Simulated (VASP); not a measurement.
# HfC (Fm-3m) in VASP: notebook

The runs below take HfC through single point, with r2SCAN.

Program: VASP 6.6.1. These are calculated values, not measurements. Logs are shortened: lines on timing, memory, paths and dates and some standing lists are left out, and cuts for length are marked.

## (1) The cell of the first run

It takes space group Fm-3m (No. 225, cubic). Conventional cell: a = 4.546 Å, b = 4.546 Å, c = 4.546 Å, α = 90.00°, β = 90.00°, γ = 90.00°. Within 3.0 Å of Hf (site symmetry m-3m) lie 6 C at 2.27 Å. C (site symmetry m-3m) has 6 Hf at 2.27 Å within 3.0 Å.

## (2) Single point, r2SCAN (11.74 Å³/atom)

File POSCAR:

```
HfC
1.0
    0.0000000000      2.2730284846      2.2730284846
    2.2730284846      0.0000000000      2.2730284846
    2.2730284846      2.2730284846      0.0000000000
Hf C
1 1
Direct
    0.5000000000      0.5000000000      0.5000000000
    0.0000000000      0.0000000000      0.0000000000
```

File INCAR.step1:

```
ALGO     = Normal         # electronic algorithm
EDIFF    = 1E-4           # SCF threshold, eV
ENCUT    = 520            # plane-wave cutoff, eV
GGA      = PE             # functional
ISMEAR   = 0              # smearing method
LASPH    = T              # aspherical terms in the spheres
LCHARG   = F              # write CHGCAR
LREAL    = F              # projectors in reciprocal space
LWAVE    = T              # write WAVECAR
NBANDS   = 14             # bands
NELM     = 80             # most SCF steps
PREC     = Accurate       # precision mode
SIGMA    = 0.1            # smearing width, eV
```

File INCAR.step2:

```
ALGO     = Normal         # electronic algorithm
EDIFF    = 1E-7           # SCF threshold, eV
ENCUT    = 520            # plane-wave cutoff, eV
ISIF     = 2              # what is computed and relaxed
ISMEAR   = 0              # smearing method
ISTART   = 1            
LASPH    = T              # aspherical terms in the spheres
LCHARG   = T              # write CHGCAR
LELF     = T              # ELF
LMIXTAU  = T            
LREAL    = F              # projectors in reciprocal space
LVHAR    = T            
LWAVE    = F              # write WAVECAR
METAGGA  = R2SCAN         # meta-GGA
NBANDS   = 14             # bands
NELM     = 80             # most SCF steps
PREC     = Accurate       # precision mode
SIGMA    = 0.1            # smearing width, eV
```

File KPOINTS:

```
k-points
0
Gamma
  16 16 16
```

Potentials or basis: VASP PAW PBE potentials, release 64 (Hf_pv, C).

The run is started by

```bash
cat potpaw_PBE.64/Hf_pv/POTCAR potpaw_PBE.64/C/POTCAR > POTCAR
cp INCAR.step1 INCAR
mpirun -np 1 vasp_std > vasp.out
cp INCAR.step2 INCAR
mpirun -np 1 vasp_std > vasp.out
```

OUTCAR:

```text
EDIFF = 1E-7
   ENCUT = 520
   ISIF = 2
   ISMEAR = 0
   ISTART = 1
   LASPH = T
   LREAL = F
   METAGGA = R2SCAN
   NELM = 80
   PREC = Accurate

 ion  position               nearest neighbor table
   1  0.500  0.500  0.500-   2 2.27   2 2.27   2 2.27   2 2.27   2 2.27   2 2.27
   2  0.000  0.000  0.000-   1 2.27   1 2.27   1 2.27   1 2.27   1 2.27   1 2.27

  LATTYP: Found a face centered cubic cell.
 ALAT       =     4.5460569692

  Lattice vectors:

 A1 = (   0.0000000000,   2.2730284846,   2.2730284846)
 A2 = (   2.2730284846,   0.0000000000,   2.2730284846)
 A3 = (   2.2730284846,   2.2730284846,   0.0000000000)

Analysis of symmetry for initial positions (statically):
=====================================================================
 Subroutine PRICEL returns:
 Original cell was already a primitive cell.

 Routine SETGRP: Setting up the symmetry group for a
 face centered cubic supercell.

 Subroutine GETGRP returns: Found 48 space group operations
 (whereof 48 operations were pure point group operations)
 out of a pool of 48 trial point group operations.

The static configuration has the point symmetry O_h .

Analysis of symmetry for dynamics (positions and initial velocities):
=====================================================================
 Subroutine PRICEL returns:
 Original cell was already a primitive cell.

 Routine SETGRP: Setting up the symmetry group for a
 face centered cubic supercell.

 Subroutine GETGRP returns: Found 48 space group operations
 (whereof 48 operations were pure point group operations)
 out of a pool of 48 trial point group operations.

The dynamic configuration has the point symmetry O_h .

 Subroutine INISYM returns: Found 48 space group operations
 (whereof 48 operations are pure point group operations),
 and found     1 'primitive' translations

----------------------------------------------------------------------------------------

                                     Primitive cell

  volume of cell :      23.4879

  direct lattice vectors                    reciprocal lattice vectors
     0.000000000  2.273028485  2.273028485    -0.219970847  0.219970847  0.219970847
     2.273028485  0.000000000  2.273028485     0.219970847 -0.219970847  0.219970847
     2.273028485  2.273028485  0.000000000     0.219970847  0.219970847 -0.219970847

  length of vectors
     3.214547711  3.214547711  3.214547711     0.381000682  0.381000682  0.381000682

  position of ions in fractional coordinates (direct lattice)
     0.500000000  0.500000000  0.500000000
     0.000000000  0.000000000  0.000000000

  ion indices of the primitive-cell ions
   primitive index   ion index
[... 81 lines left out ...]
   ISYM   =      2    0-nonsym 1-usesym 2-fastsym
   POTIM  = 0.5000    time-step for ionic-motion
   TEBEG  =    0.0;   TEEND  =   0.0 temperature during run
   PSTRESS=    0.0 pullay stress
   NELECT =      14.0000    total number of electrons
   NUPDOWN=      -1.0000    fix difference up-down
   EMIN   =  10.00;   EMAX   =-10.00  energy-range for DOS
   EFERMI =   0.00;   METHOD = LEGACY
   ISMEAR =     0;   SIGMA  =   0.10  broadening in eV -4-tet -1-fermi 0-gaus
   EFERMI_NEDOS =   21; number of points for ismear=-14 and -15
   IALGO  =     38    algorithm
   IMIX   =      4    mixing-type and parameters
     AMIX     =   0.40;   BMIX     =  1.00
     AMIX_MAG =   1.60;   BMIX_MAG =  1.00
  volume/ion in A,a.u.               =      11.74        79.25
  Fermi-wavevector in a.u.,A,eV,Ry     =   1.377746  2.603563 25.826378  1.898185
  Thomas-Fermi vector in A             =   2.502871
   LORBIT       =      0    0 simple, 1 ext, 2 COOP (PROOUT), +10 PAW based schemes
   METAGGA = R2SCAN    functional components
   LHFCALC =     F    Hartree Fock is set to
   AEXX    =    0.0000 exact exchange contribution
   IVDW    =     0    specifies the selected vdW correction
   LEPSILON=     F    determine dielectric tensor
   LRPA    =     F    only Hartree local field effects (RPA)
 non-spin polarized calculation
 Gauss-broadening in eV      SIGMA  =   0.10
  energy-cutoff  :      520.00
  volume of cell :       23.49
 maximum number of plane-waves:       648
   NGX = 11   NGY = 11   NGZ = 11

 number of electron      13.9999999 magnetization

 Free energy of the ion-electron system (eV)
  ---------------------------------------------------
  ext. energy  EPLUGINS =         0.00000000
  ---------------------------------------------------
  free energy    TOTEN  =       -57.27401679 eV

  energy without entropy =      -57.27217487  energy(sigma->0) =      -57.27309583

 E-fermi :   6.4107     XC(G=0): -13.4838

 val. band max:        6.4037570801   @ k =   0.4375   0.3750   0.0000
 cond. band min:       6.4497913292   @ k =   0.5000   0.4375   0.0000
 fundamental gap:      0.0460342491
 Fermi energy:         6.4106525027

 k-point     1 :       0.0000    0.0000    0.0000
  band No.  band energies     occupation
      1     -23.9860      2.00000
      2     -23.9860      2.00000
      3     -23.9860      2.00000
      4      -6.9610      2.00000
      5       7.4664      0.00000
      6       7.4664      0.00000
      7       7.4664      0.00000
      8       8.0795      0.00000
      9       8.0795      0.00000
     10       8.0795      0.00000
     11      10.1845      0.00000
     12      10.1846      0.00000
     13      14.7433      0.00000
     14      18.3796      0.00000
[... 377 lines left out ...]
      1     -24.0733      2.00000
      2     -24.0092      2.00000
      3     -23.9876      2.00000
      4      -6.6672      2.00000
      5       5.9861      2.00000
      6       6.2518      1.97532
      7       6.4709      0.39417
      8       8.2590      0.00000
      9       8.9085      0.00000
     10       8.9687      0.00000
     11      10.8706      0.00000
     12      11.8551      0.00000
     13      15.3463      0.00000
     14      19.1814      0.00000

 [... further k-points ...]
[... 5 lines left out ...]
  --------------------------------------------------------------------------------------
  -------------------------------------------------------------------------------------
  Total        2.3913881      2.3913881      2.3913881      0.0000000     -0.0000000     -0.0000000
  in kB      163.1233044    163.1233044    163.1233044      0.0000000     -0.0000000     -0.0000000
  external PRESSURE =     163.1233044 kB  Pullay stress =       0.0000000 kB

 VOLUME and BASIS-vectors are now :
 -----------------------------------------------------------------------------
  energy-cutoff  :      520.00
  volume of cell :       23.49
      direct lattice vectors                 reciprocal lattice vectors
     0.000000000  2.273028485  2.273028485    -0.219970847  0.219970847  0.219970847
     2.273028485  0.000000000  2.273028485     0.219970847 -0.219970847  0.219970847
     2.273028485  2.273028485  0.000000000     0.219970847  0.219970847 -0.219970847

 POSITION                                       TOTAL-FORCE (eV/Angst)
 -----------------------------------------------------------------------------------
      2.27303      2.27303      2.27303        -0.000000     -0.000000     -0.000000
      0.00000      0.00000      0.00000         0.000000      0.000000      0.000000
 -----------------------------------------------------------------------------------
    total drift:                                0.000000     -0.000000      0.000000

  FREE ENERGIE OF THE ION-ELECTRON SYSTEM (eV)
  ---------------------------------------------------
  free  energy   TOTEN  =       -57.2740167870 eV

  energy  without entropy=      -57.2721748652  energy(sigma->0) =      -57.27309583
```

OUTCAR.step1:

```text
EDIFF = 1E-4
   ENCUT = 520
   GGA = PE
   ISMEAR = 0
   LASPH = T
[... 628 lines left out ...]
 -----------------------------------------------------------------------------------
      2.27303      2.27303      2.27303         0.000000     -0.000000     -0.000000
      0.00000      0.00000      0.00000        -0.000000      0.000000      0.000000
 -----------------------------------------------------------------------------------
    total drift:                                0.000000     -0.000000      0.000000

  FREE ENERGIE OF THE ION-ELECTRON SYSTEM (eV)
  ---------------------------------------------------
  free  energy   TOTEN  =       -20.9600216658 eV

  energy  without entropy=      -20.9578244107  energy(sigma->0) =      -20.95892304
```

OSZICAR.step1:

```text
N       E                     dE             d eps       ncg     rms          rms(c)
DAV:   1     0.245364258485E+02    0.24536E+02   -0.78510E+03  4068   0.998E+02
DAV:   2    -0.225407234306E+02   -0.47077E+02   -0.44145E+02  5268   0.206E+02
DAV:   3    -0.240656876797E+02   -0.15250E+01   -0.15207E+01  4840   0.268E+01
DAV:   4    -0.240716403737E+02   -0.59527E-02   -0.59523E-02  4858   0.207E+00
DAV:   5    -0.240716740603E+02   -0.33687E-04   -0.33686E-04  4854   0.140E-01    0.643E+01
DAV:   6    -0.210002763410E+02    0.30714E+01   -0.11471E+01  4504   0.183E+01    0.453E+01
DAV:   7    -0.209709421471E+02    0.29334E-01   -0.51453E-01  5188   0.506E+00    0.250E+01
DAV:   8    -0.209642683169E+02    0.66738E-02   -0.47792E-02  4906   0.172E+00    0.498E+00
DAV:   9    -0.209602973503E+02    0.39710E-02   -0.16301E-02  4636   0.709E-01    0.189E+00
DAV:  10    -0.209600239626E+02    0.27339E-03   -0.11618E-03  5200   0.253E-01    0.581E-02
DAV:  11    -0.209600216658E+02    0.22968E-05   -0.57409E-05  3074   0.674E-02
   1 F= -.20960022E+02 E0= -.20958923E+02  d E =-.219726E-02
```

It took 63 s on 1 thread of Intel Xeon 6975P-C (Granite Rapids), shared host; peak memory 0.18 GiB.

What came out:

- Free energy: -57.2740 eV
- Pressure: 16.3 GPa
- Band gap on the k mesh: zero (bands 7 and 8 overlap by 1.51 eV)

Levels at points of the mesh, in eV from the Fermi level:
| k point | band 4 | band 5 | band 6 | band 7 | band 8 | band 9 | band 10 | band 11 |
| --- | --- | --- | --- | --- | --- | --- | --- | --- |
| (0.00, 0.00, 0.00) | -13.37 | 1.06 | 1.06 | 1.06 | 1.67 | 1.67 | 1.67 | 3.77 |
| (0.50, 0.00, 0.00) | -9.21 | -6.63 | -3.39 | -3.39 | 6.08 | 6.08 | 6.67 | 7.35 |
| (0.50, 0.50, 0.00) | -11.47 | -2.71 | -1.86 | -0.08 | -0.08 | 5.89 | 7.65 | 7.65 |

Caveat: the cell stands under pressure; the PAW data sets were made with another functional, which shifts forces and pressure a little; spin-orbit coupling is left out, which moves the levels of the heavy elements.

## (3) Single point, r2SCAN (12.12 Å³/atom)

This run uses another cell than the first one, of 12.12 Å³/atom.

File POSCAR:

```
HfC
1.0
    0.0000000000      2.2969568587      2.2969568587
    2.2969568587      0.0000000000      2.2969568587
    2.2969568587      2.2969568587      0.0000000000
Hf C
1 1
Direct
    0.5000000000      0.5000000000      0.5000000000
    0.0000000000      0.0000000000      0.0000000000
```

File INCAR.step1:

```
  PREC = Accurate
  ENCUT = 520
  ISMEAR = 0
  SIGMA = 0.1
  LREAL = False
  LASPH = True
  NELM = 60
  NBANDS = 14
  GGA = PE
  ALGO = Normal
  EDIFF = 1E-4
  LWAVE = True
  LCHARG = False
```

File INCAR.step2:

```
  PREC = Accurate
  ENCUT = 520
  EDIFF = 1E-6
  ISMEAR = 0
  SIGMA = 0.1
  LREAL = False
  LASPH = True
  NELM = 60
  ALGO = Normal
  ISIF = 2
  LWAVE = False
  LCHARG = True
  METAGGA = R2SCAN
  LMIXTAU = True
  LELF = True
  LVHAR = True
  NBANDS = 14
  ISTART = 1
```

File KPOINTS:

```
regular mesh
0
Gamma
  16 16 16
```

Potentials or basis: VASP PAW PBE potentials, release 64 (Hf_pv, C).

The run is started by

```bash
cat potpaw_PBE.64/Hf_pv/POTCAR potpaw_PBE.64/C/POTCAR > POTCAR
cp INCAR.step1 INCAR
mpirun -np 1 vasp_std > vasp.out
cp INCAR.step2 INCAR
mpirun -np 1 vasp_std > vasp.out
```

OUTCAR:

```text
PREC = Accurate
   ENCUT = 520
   EDIFF = 1E-6
   ISMEAR = 0
   LREAL = False
   LASPH = True
   NELM = 60
   ISIF = 2
   METAGGA = R2SCAN
   ISTART = 1

 ion  position               nearest neighbor table
   1  0.500  0.500  0.500-   2 2.30   2 2.30   2 2.30   2 2.30   2 2.30   2 2.30
   2  0.000  0.000  0.000-   1 2.30   1 2.30   1 2.30   1 2.30   1 2.30   1 2.30

  LATTYP: Found a face centered cubic cell.
 ALAT       =     4.5939137174

  Lattice vectors:

 A1 = (   0.0000000000,   2.2969568587,   2.2969568587)
 A2 = (   2.2969568587,   0.0000000000,   2.2969568587)
 A3 = (   2.2969568587,   2.2969568587,   0.0000000000)

Analysis of symmetry for initial positions (statically):
=====================================================================
 Subroutine PRICEL returns:
 Original cell was already a primitive cell.

 Routine SETGRP: Setting up the symmetry group for a
 face centered cubic supercell.

 Subroutine GETGRP returns: Found 48 space group operations
 (whereof 48 operations were pure point group operations)
 out of a pool of 48 trial point group operations.

The static configuration has the point symmetry O_h .

Analysis of symmetry for dynamics (positions and initial velocities):
=====================================================================
 Subroutine PRICEL returns:
 Original cell was already a primitive cell.

 Routine SETGRP: Setting up the symmetry group for a
 face centered cubic supercell.

 Subroutine GETGRP returns: Found 48 space group operations
 (whereof 48 operations were pure point group operations)
 out of a pool of 48 trial point group operations.

The dynamic configuration has the point symmetry O_h .

 Subroutine INISYM returns: Found 48 space group operations
 (whereof 48 operations are pure point group operations),
 and found     1 'primitive' translations

----------------------------------------------------------------------------------------

                                     Primitive cell
[... 115 lines left out ...]
   LORBIT       =      0    0 simple, 1 ext, 2 COOP (PROOUT), +10 PAW based schemes
   METAGGA = R2SCAN    functional components
   LHFCALC =     F    Hartree Fock is set to
   AEXX    =    0.0000 exact exchange contribution
   IVDW    =     0    specifies the selected vdW correction
   LEPSILON=     F    determine dielectric tensor
   LRPA    =     F    only Hartree local field effects (RPA)
 non-spin polarized calculation
 Gauss-broadening in eV      SIGMA  =   0.10
  energy-cutoff  :      520.00
  volume of cell :       24.24
 maximum number of plane-waves:       666
   NGX = 13   NGY = 13   NGZ = 13

 number of electron      14.0000001 magnetization

 Free energy of the ion-electron system (eV)
  ---------------------------------------------------
  ext. energy  EPLUGINS =         0.00000000
  ---------------------------------------------------
  free energy    TOTEN  =       -57.32814822 eV

  energy without entropy =      -57.32634937  energy(sigma->0) =      -57.32724880

 E-fermi :   6.1622     XC(G=0): -13.3060

 val. band max:        6.1592421098   @ k =   0.1250   0.1250   0.0000
 cond. band min:       6.1671603865   @ k =   0.1250   0.0625   0.0000
 fundamental gap:      0.0079182767
 Fermi energy:         6.1621580978

 k-point     1 :       0.0000    0.0000    0.0000
  band No.  band energies     occupation
      1     -24.3933      2.00000
      2     -24.3933      2.00000
      3     -24.3933      2.00000
      4      -7.0475      2.00000
      5       7.2005      0.00000
      6       7.2005      0.00000
      7       7.2005      0.00000
      8       7.8233      0.00000
      9       7.8233      0.00000
     10       7.8233      0.00000
     11       9.8349      0.00000
     12       9.8349      0.00000
     13      14.0939      0.00000
     14      18.0421      0.00000
[... 377 lines left out ...]
      1     -24.4703      2.00000
      2     -24.4140      2.00000
      3     -24.3949      2.00000
      4      -6.7683      2.00000
      5       5.7531      2.00000
      6       6.0260      1.94578
      7       6.2396      0.27346
      8       7.9967      0.00000
      9       8.6233      0.00000
     10       8.6772      0.00000
     11      10.4914      0.00000
     12      11.4490      0.00000
     13      14.7055      0.00000
     14      18.8105      0.00000

 [... further k-points ...]
[... 5 lines left out ...]
  --------------------------------------------------------------------------------------
  -------------------------------------------------------------------------------------
  Total        1.0527033      1.0527033      1.0527033      0.0000000      0.0000000      0.0000000
  in kB       69.5869918     69.5869918     69.5869918      0.0000000      0.0000000      0.0000000
  external PRESSURE =      69.5869918 kB  Pullay stress =       0.0000000 kB

 VOLUME and BASIS-vectors are now :
 -----------------------------------------------------------------------------
  energy-cutoff  :      520.00
  volume of cell :       24.24
      direct lattice vectors                 reciprocal lattice vectors
     0.000000000  2.296956859  2.296956859    -0.217679317  0.217679317  0.217679317
     2.296956859  0.000000000  2.296956859     0.217679317 -0.217679317  0.217679317
     2.296956859  2.296956859  0.000000000     0.217679317  0.217679317 -0.217679317

 POSITION                                       TOTAL-FORCE (eV/Angst)
 -----------------------------------------------------------------------------------
      2.29696      2.29696      2.29696         0.000000     -0.000000      0.000000
      0.00000      0.00000      0.00000         0.000000      0.000000      0.000000
 -----------------------------------------------------------------------------------
    total drift:                                0.000000     -0.000000      0.000000

  FREE ENERGIE OF THE ION-ELECTRON SYSTEM (eV)
  ---------------------------------------------------
  free  energy   TOTEN  =       -57.3281482240 eV

  energy  without entropy=      -57.3263493711  energy(sigma->0) =      -57.32724880
```

OUTCAR.step1:

```text
PREC = Accurate
   ENCUT = 520
   ISMEAR = 0
   LREAL = False
   LASPH = True
[... 629 lines left out ...]
      2.29696      2.29696      2.29696        -0.000000     -0.000000     -0.000000
      0.00000      0.00000      0.00000         0.000000      0.000000      0.000000
 -----------------------------------------------------------------------------------
    total drift:                                0.000000     -0.000000      0.000000

  FREE ENERGIE OF THE ION-ELECTRON SYSTEM (eV)
  ---------------------------------------------------
  free  energy   TOTEN  =       -21.0227130542 eV

  energy  without entropy=      -21.0205127759  energy(sigma->0) =      -21.02161292
```

It took 49 s on 1 thread of Intel Xeon 6975P-C (Granite Rapids), shared host; peak memory 0.18 GiB.

What came out:

```
Free energy            : -57.3281 eV
Pressure               : 7.0 GPa
Band gap on the k mesh : zero (bands 7 and 8 overlap by 1.46 eV)
```

Caveat: the cell stands under pressure; the PAW data sets were made with another functional, which shifts forces and pressure a little; spin-orbit coupling is left out, which moves the levels of the heavy elements.

The gap in the log of VASP goes by the Fermi energy; the results here count the filled bands.